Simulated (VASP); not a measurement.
Write the native input for VASP 6.6.1 that does the following.

| Quantity | Value |
| --- | --- |
| Task | relaxation of cell and atoms |
| Functional | RPBE |
| Potentials or basis | VASP PAW PBE potentials, release 64 (Si, O) |
| Cutoff | 600 eV |
| k mesh | 4 × 4 × 3 |
| Occupations | gaussian, width 0.01 eV |
| Spin | no spin polarisation |
| Dipole correction | no |
| Further INCAR settings | ALGO = Normal; EDIFF = 1e-07; IBRION = 2; EDIFFG = -0.002; NSW = 80; ISIF = 3 |

The structure of SiO2 lies in POSCAR:

```
SiO2
1.0
    4.9820000000      0.0000000000      0.0000000000
    0.0000000000      4.9820000000      0.0000000000
    0.0000000000      0.0000000000      6.9630000000
Si O
4 8
Direct
    0.2989700000      0.2989700000      0.0000000000
    0.2010300000      0.7989700000      0.2500000000
    0.7010300000      0.7010300000      0.5000000000
    0.7989700000      0.2010300000      0.7500000000
    0.2398900000      0.1034700000      0.1781300000
    0.3965300000      0.7398900000      0.4281300000
    0.7601100000      0.8965300000      0.6781300000
    0.6034700000      0.2601100000      0.9281300000
    0.7398900000      0.3965300000      0.5718700000
    0.8965300000      0.7601100000      0.3218700000
    0.2601100000      0.6034700000      0.0718700000
    0.1034700000      0.2398900000      0.8218700000
```

These files were run (other wordings do the same):

INCAR

```
SYSTEM = SiO2
PREC = Accurate
ENCUT = 600
EDIFF = 1E-7
ISMEAR = 0
SIGMA = 0.01
LREAL = .False.
LASPH = .True.
NELM = 60
ALGO = Normal
ISIF = 3
LWAVE = .False.
LCHARG = .False.
GGA = RP
IBRION = 2
NSW = 80
EDIFFG = -0.002
```

KPOINTS

```
Automatic mesh
0
Gamma
  4 4 3
  0 0 0
```

Potentials or basis: VASP PAW PBE potentials, release 64 (Si, O).

Command:

```sh
$ cat potpaw_PBE.64/Si/POTCAR potpaw_PBE.64/O/POTCAR > POTCAR
$ mpirun -np 1 vasp_std > vasp.out
```

It gave:

```
Relaxed volume                        : 15.79 Å³/atom
Relaxed cell                          : a = 5.137 Å, b = 5.137 Å, c = 7.181 Å, α = 90.00°, β = 90.00°, γ = 90.00°
Space group after relaxing (to 0.1 Å) : P4_12_12 (No. 92)
Energy gained by relaxing             : 20.9 meV/atom
Ionic steps                           : 63
Pressure after relaxing               : 0.0 GPa
Band gap on the k mesh                : 5.57 eV
```

Caveat: the PAW data sets were made with another functional, which shifts forces and pressure a little.

Wall time 77 min on 1 thread of Intel Xeon 8259CL, on a shared host, peak memory 0.33 GiB.
